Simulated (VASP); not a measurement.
# Si3N4 (Fd-3m) in VASP: notebook, part 2 of 2

VASP 6.6.1. Earlier steps stand in the parts before.

### Step 5. Single point, r2SCAN (volume scaled by 0.94, then relaxed in part)

Contents of POSCAR:

```
Si3N4
1.0
    0.0000000000      3.7862320452      3.7862320452
    3.7862320452      0.0000000000      3.7862320452
    3.7862320452      3.7862320452      0.0000000000
Si N
6 8
Direct
    0.1250000000      0.1250000000      0.6250000000
    0.1250000000      0.6250000000      0.1250000000
    0.6250000000      0.1250000000      0.1250000000
    0.1250000000      0.1250000000      0.1250000000
    0.7500000000      0.7500000000      0.7500000000
    0.5000000000      0.5000000000      0.5000000000
    0.3678916390      0.3678916390      0.3678916390
    0.3536749171      0.8821083610      0.8821083610
    0.8821083610      0.8821083610      0.3536749171
    0.8821083610      0.3536749171      0.8821083610
    0.3678916390      0.3678916390      0.8963250829
    0.3678916390      0.8963250829      0.3678916390
    0.8821083610      0.8821083610      0.8821083610
    0.8963250829      0.3678916390      0.3678916390
```

Contents of INCAR.step1:

```
PREC = Accurate
ENCUT = 520
ISMEAR = 0
SIGMA = 0.02
LREAL = F
LASPH = T
NELM = 60
NBANDS = 45
GGA = PE
ALGO = Normal
EDIFF = 1E-4
LWAVE = T
LCHARG = F
```

Contents of INCAR.step2:

```
PREC = Accurate
ENCUT = 520
EDIFF = 1E-6
ISMEAR = 0
SIGMA = 0.02
LREAL = F
LASPH = T
NELM = 60
ALGO = Normal
ISIF = 2
LWAVE = F
LCHARG = F
METAGGA = R2SCAN
LMIXTAU = T
NBANDS = 45
ISTART = 1
```

Contents of KPOINTS:

```
Automatic mesh
0
Gamma
  6 6 6
```

Potentials or basis: VASP PAW PBE potentials, release 64 (Si, N).

Started as:

```
$ cat potpaw_PBE.64/Si/POTCAR potpaw_PBE.64/N/POTCAR > POTCAR
$ cp INCAR.step1 INCAR
$ mpirun -np 1 vasp_std > vasp.out
$ cp INCAR.step2 INCAR
$ mpirun -np 1 vasp_std > vasp.out
```

OUTCAR:

```text
PREC = Accurate
   ENCUT = 520
   EDIFF = 1E-6
   ISMEAR = 0
   LREAL = F
   LASPH = T
   NELM = 60
   ISIF = 2
   METAGGA = R2SCAN
   ISTART = 1

 ion  position               nearest neighbor table
   1  0.125  0.125  0.625-   7 1.84  13 1.84  10 1.84  12 1.84   8 1.84  14 1.84   4 2.68   2 2.68
                             3 2.68   4 2.68   2 2.68   3 2.68   6 3.14   5 3.14   5 3.14   6 3.14
   2  0.125  0.625  0.125-   7 1.84  13 1.84   9 1.84  11 1.84   8 1.84  14 1.84   4 2.68   1 2.68
                             1 2.68   3 2.68   4 2.68   3 2.68   6 3.14   5 3.14   5 3.14   6 3.14
   3  0.625  0.125  0.125-   7 1.84  13 1.84  10 1.84  11 1.84  12 1.84   9 1.84   4 2.68   1 2.68
                             2 2.68   1 2.68   2 2.68   4 2.68   6 3.14   5 3.14   6 3.14   5 3.14
   4  0.125  0.125  0.125-   8 1.84   9 1.84  10 1.84  11 1.84  12 1.84  14 1.84   1 2.68   2 2.68
                             3 2.68   1 2.68   2 2.68   3 2.68   5 3.14   6 3.14   5 3.14   6 3.14
   5  0.750  0.750  0.750-   8 1.73   9 1.73  10 1.73  13 1.73   2 3.14   3 3.14   1 3.14   2 3.14
                             3 3.14   4 3.14   1 3.14   3 3.14   4 3.14   1 3.14   2 3.14   4 3.14
   6  0.500  0.500  0.500-  11 1.73  12 1.73  14 1.73   7 1.73   2 3.14   3 3.14   2 3.14   3 3.14
                             4 3.14   1 3.14   1 3.14   2 3.14   4 3.14   1 3.14   3 3.14   4 3.14
   7  0.368  0.368  0.368-   6 1.73   2 1.84   3 1.84   1 1.84
   8  0.354  0.882  0.882-   5 1.73   4 1.84   1 1.84   2 1.84
   9  0.882  0.882  0.354-   5 1.73   4 1.84   2 1.84   3 1.84
  10  0.882  0.354  0.882-   5 1.73   4 1.84   1 1.84   3 1.84
  11  0.368  0.368  0.896-   6 1.73   4 1.84   2 1.84   3 1.84
  12  0.368  0.896  0.368-   6 1.73   4 1.84   1 1.84   3 1.84
  13  0.882  0.882  0.882-   5 1.73   2 1.84   3 1.84   1 1.84
  14  0.896  0.368  0.368-   6 1.73   4 1.84   1 1.84   2 1.84

  LATTYP: Found a face centered cubic cell.
 ALAT       =     7.5724640904

  Lattice vectors:

 A1 = (   0.0000000000,   3.7862320452,   3.7862320452)
 A2 = (   3.7862320452,   0.0000000000,   3.7862320452)
 A3 = (   3.7862320452,   3.7862320452,   0.0000000000)

Analysis of symmetry for initial positions (statically):
=====================================================================
[... 183 lines left out ...]
  ext. energy  EPLUGINS =         0.00000000
  ---------------------------------------------------
  free energy    TOTEN  =      -141.34413777 eV

  energy without entropy =     -141.34413777  energy(sigma->0) =     -141.34413777

 E-fermi :  10.1888     XC(G=0): -13.2599

 val. band max:       10.0262973232   @ k =  -0.1667   0.1667   0.0000
 cond. band min:      14.3305010196   @ k =   0.0000   0.0000   0.0000
 fundamental gap:      4.3042036964
 Fermi energy:        10.1888195137

 k-point     1 :       0.0000    0.0000    0.0000
  band No.  band energies     occupation
      1     -10.4945      2.00000
      2      -6.8676      2.00000
      3      -5.8995      2.00000
      4      -5.8995      2.00000
      5      -5.8995      2.00000
      6      -4.7768      2.00000
[... 741 lines left out ...]
     43      21.5930      0.00000
     44      21.5930      0.00000
 [bands above 44 left out]

------------------------ aborting loop because EDIFF is reached ----------------------------------------

  FORCE on cell =-STRESS in cart. coord.  units (eV):
  Direction    XX          YY          ZZ          XY          YZ          ZX
  --------------------------------------------------------------------------------------
  -------------------------------------------------------------------------------------
  Total       15.4068856     15.4068856     15.4068856      0.0000000     -0.0000000      0.0000000
  in kB      227.3912582    227.3912582    227.3912582      0.0000000     -0.0000000      0.0000000
  external PRESSURE =     227.3912582 kB  Pullay stress =       0.0000000 kB

 VOLUME and BASIS-vectors are now :
 -----------------------------------------------------------------------------
  energy-cutoff  :      520.00
  volume of cell :      108.56
      direct lattice vectors                 reciprocal lattice vectors
     0.000000000  3.786232045  3.786232045    -0.132057411  0.132057411  0.132057411
     3.786232045  0.000000000  3.786232045     0.132057411 -0.132057411  0.132057411
     3.786232045  3.786232045  0.000000000     0.132057411  0.132057411 -0.132057411

 POSITION                                       TOTAL-FORCE (eV/Angst)
 -----------------------------------------------------------------------------------
      2.83967      2.83967      0.94656         0.000000      0.000000      0.000000
      2.83967      0.94656      2.83967         0.000000      0.000000      0.000000
      0.94656      2.83967      2.83967         0.000000      0.000000      0.000000
      0.94656      0.94656      0.94656         0.000000      0.000000      0.000000
      5.67935      5.67935      5.67935         0.000000      0.000000      0.000000
      3.78623      3.78623      3.78623         0.000000      0.000000      0.000000
      2.78585      2.78585      2.78585         0.013838      0.013838      0.013838
      6.67973      4.67896      4.67896        -0.013838      0.013838      0.013838
      4.67896      4.67896      6.67973         0.013838      0.013838     -0.013838
      4.67896      6.67973      4.67896         0.013838     -0.013838      0.013838
      4.78662      4.78662      2.78585        -0.013838     -0.013838      0.013838
      4.78662      2.78585      4.78662        -0.013838      0.013838     -0.013838
      6.67973      6.67973      6.67973        -0.013838     -0.013838     -0.013838
      2.78585      4.78662      4.78662         0.013838     -0.013838     -0.013838
 -----------------------------------------------------------------------------------
    total drift:                                0.000000      0.000000      0.000000

  FREE ENERGIE OF THE ION-ELECTRON SYSTEM (eV)
  ---------------------------------------------------
  free  energy   TOTEN  =      -141.3441377725 eV

  energy  without entropy=     -141.3441377725  energy(sigma->0) =     -141.34413777
```

OSZICAR.step1:

```text
N       E                     dE             d eps       ncg     rms          rms(c)
DAV:   1     0.256775224041E+03    0.25678E+03   -0.32822E+04  1440   0.136E+03
DAV:   2    -0.109121239695E+03   -0.36590E+03   -0.34940E+03  1845   0.290E+02
DAV:   3    -0.125570015358E+03   -0.16449E+02   -0.16345E+02  1816   0.631E+01
DAV:   4    -0.125732259831E+03   -0.16224E+00   -0.16189E+00  1800   0.676E+00
DAV:   5    -0.125734830635E+03   -0.25708E-02   -0.25686E-02  1784   0.788E-01    0.289E+01
DAV:   6    -0.111886164890E+03    0.13849E+02   -0.43235E+01  1700   0.276E+01    0.135E+01
DAV:   7    -0.111686724331E+03    0.19944E+00   -0.29897E+00  1848   0.762E+00    0.613E+00
DAV:   8    -0.111662608014E+03    0.24116E-01   -0.13384E-01  1702   0.169E+00    0.197E+00
DAV:   9    -0.111662275964E+03    0.33205E-03   -0.24075E-02  1776   0.841E-01    0.301E-01
DAV:  10    -0.111662878969E+03   -0.60301E-03   -0.11074E-03  1731   0.172E-01    0.100E-01
DAV:  11    -0.111662962623E+03   -0.83654E-04   -0.26425E-04  1310   0.856E-02
   1 F= -.11166296E+03 E0= -.11166296E+03  d E =-.175094E-30
```

Run time: 6.3 min. Hardware: 1 thread of Intel Xeon Platinum 8488C (Sapphire Rapids), shared host; peak memory 0.27 GiB.

What came out:

```
Free energy            : -141.3441 eV
Pressure               : 22.7 GPa
Largest force          : 0.024 eV/Å
Band gap on the k mesh : 4.30 eV, indirect (the least direct gap lies 3.5 meV higher)
```

Forces in eV/Å, atoms in the order of the input:
```
Si   0.000  0.000  0.000
Si   0.000  0.000  0.000
Si   0.000  0.000  0.000
Si   0.000  0.000  0.000
Si   0.000  0.000  0.000
Si   0.000  0.000  0.000
N    0.014  0.014  0.014
N   -0.014  0.014  0.014
N    0.014  0.014 -0.014
N    0.014 -0.014  0.014
N   -0.014 -0.014  0.014
N   -0.014  0.014 -0.014
N   -0.014 -0.014 -0.014
N    0.014 -0.014 -0.014
```

Caveat: the PAW data sets were made with another functional, which shifts forces and pressure a little. A k mesh can miss the band edges.

### Step 6. Single point, r2SCAN (volume scaled by 0.97, then relaxed in part)

Contents of POSCAR:

```
Si3N4
1.0
    0.0000000000      3.8260900484      3.8260900484
    3.8260900484      0.0000000000      3.8260900484
    3.8260900484      3.8260900484      0.0000000000
Si N
6 8
Direct
    0.1250000000      0.1250000000      0.6250000000
    0.1250000000      0.6250000000      0.1250000000
    0.6250000000      0.1250000000      0.1250000000
    0.1250000000      0.1250000000      0.1250000000
    0.7500000000      0.7500000000      0.7500000000
    0.5000000000      0.5000000000      0.5000000000
    0.3677359935      0.3677359935      0.3677359935
    0.3532079806      0.8822640065      0.8822640065
    0.8822640065      0.8822640065      0.3532079806
    0.8822640065      0.3532079806      0.8822640065
    0.3677359935      0.3677359935      0.8967920194
    0.3677359935      0.8967920194      0.3677359935
    0.8822640065      0.8822640065      0.8822640065
    0.8967920194      0.3677359935      0.3677359935
```

Contents of INCAR.step1:

```
SYSTEM = Si3N4
PREC     = Accurate       ! precision mode
ENCUT    = 520            ! plane-wave cutoff, eV
ISMEAR   = 0              ! smearing method
SIGMA    = 0.02           ! smearing width, eV
LREAL    = .False.        ! projectors in reciprocal space
LASPH    = .True.         ! aspherical terms in the spheres
NELM     = 80             ! most SCF steps
NBANDS   = 45             ! bands
GGA      = PE             ! functional
ALGO     = Normal         ! electronic algorithm
EDIFF    = 1E-4           ! SCF threshold, eV
LWAVE    = .True.         ! write WAVECAR
LCHARG   = .False.        ! write CHGCAR
```

Contents of INCAR.step2:

```
SYSTEM = Si3N4
PREC     = Accurate       ! precision mode
ENCUT    = 520            ! plane-wave cutoff, eV
EDIFF    = 1E-6           ! SCF threshold, eV
ISMEAR   = 0              ! smearing method
SIGMA    = 0.02           ! smearing width, eV
LREAL    = .False.        ! projectors in reciprocal space
LASPH    = .True.         ! aspherical terms in the spheres
NELM     = 80             ! most SCF steps
ALGO     = Normal         ! electronic algorithm
ISIF     = 2              ! what is computed and relaxed
LWAVE    = .False.        ! write WAVECAR
LCHARG   = .False.        ! write CHGCAR
METAGGA  = R2SCAN         ! meta-GGA
LMIXTAU  = .True.       
NBANDS   = 45             ! bands
ISTART   = 1
```

Contents of KPOINTS:

```
Automatic mesh
0
Gamma
  6 6 6
  0 0 0
```

Potentials or basis: VASP PAW PBE potentials, release 64 (Si, N).

Started as:

```
$ cat potpaw_PBE.64/Si/POTCAR potpaw_PBE.64/N/POTCAR > POTCAR
$ cp INCAR.step1 INCAR
$ mpirun -np 1 vasp_std > vasp.out
$ cp INCAR.step2 INCAR
$ mpirun -np 1 vasp_std > vasp.out
```

Run time: 7.4 min. Hardware: 1 thread of Intel Xeon Platinum 8488C (Sapphire Rapids), shared host; peak memory 0.27 GiB.

It converged, with:

- Free energy: -141.7083 eV
- Pressure: 10.6 GPa
- Largest force: 0.022 eV/Å
- Band gap on the k mesh: 4.16 eV, indirect (least direct gap 4.18 eV)

Forces in eV/Å, atoms in the order of the input:
```
Si   0.000  0.000  0.000
Si   0.000  0.000  0.000
Si   0.000  0.000  0.000
Si   0.000  0.000  0.000
Si   0.000  0.000  0.000
Si   0.000  0.000  0.000
N    0.013  0.013  0.013
N   -0.013  0.013  0.013
N    0.013  0.013 -0.013
N    0.013 -0.013  0.013
N   -0.013 -0.013  0.013
N   -0.013  0.013 -0.013
N   -0.013 -0.013 -0.013
N    0.013 -0.013 -0.013
```

Levels at points of the mesh, in eV from the valence-band top:
```
           k point  band 28  band 29  band 30  band 31  band 32  band 33  band 34  band 35  band 36  band 37
(0.00, 0.00, 0.00)    -0.23    -0.23    -0.01    -0.01    -0.01     4.16     4.16     4.16     5.95     7.44
(0.50, 0.00, 0.00)    -0.95    -0.50    -0.50    -0.41    -0.41     5.82     6.59     6.59     7.43     7.88
(0.50, 0.50, 0.00)    -1.80    -1.20    -1.20    -0.53    -0.53     7.60     7.60     7.90     7.90     9.00
```

Caveat: the PAW data sets were made with another functional, which shifts forces and pressure a little. A k mesh can miss the band edges.

### Step 7. The runs side by side

```tsv
cell	k mesh	smearing	gap on the mesh (eV)	pressure (GPa)	largest force (eV/Å)
a = 5.507 Å, angles 60.0°, 14 atoms	4 × 4 × 4	gaussian 0.1 eV	3.96	-6.7	0.06
a = 5.238 Å, angles 60.0°, 14 atoms	6 × 6 × 6	gaussian 0.02 eV	4.59	53.5	0.03
a = 5.297 Å, angles 60.0°, 14 atoms	6 × 6 × 6	gaussian 0.02 eV	4.44	36.9	0.03
a = 5.355 Å, angles 60.0°, 14 atoms	6 × 6 × 6	gaussian 0.02 eV	4.30	22.7	0.02
a = 5.411 Å, angles 60.0°, 14 atoms	6 × 6 × 6	gaussian 0.02 eV	4.16	10.6	0.02
```

Alike in all rows: task single point; level r2SCAN; potentials or basis VASP PAW PBE potentials, release 64 (Si, N); no spin polarisation; cutoff (eV) 520.

Caveats: the PAW data sets were made with another functional, which shifts forces and pressure a little.

Total energies depend on the potentials used, so only differences within one code and one set of settings carry meaning.
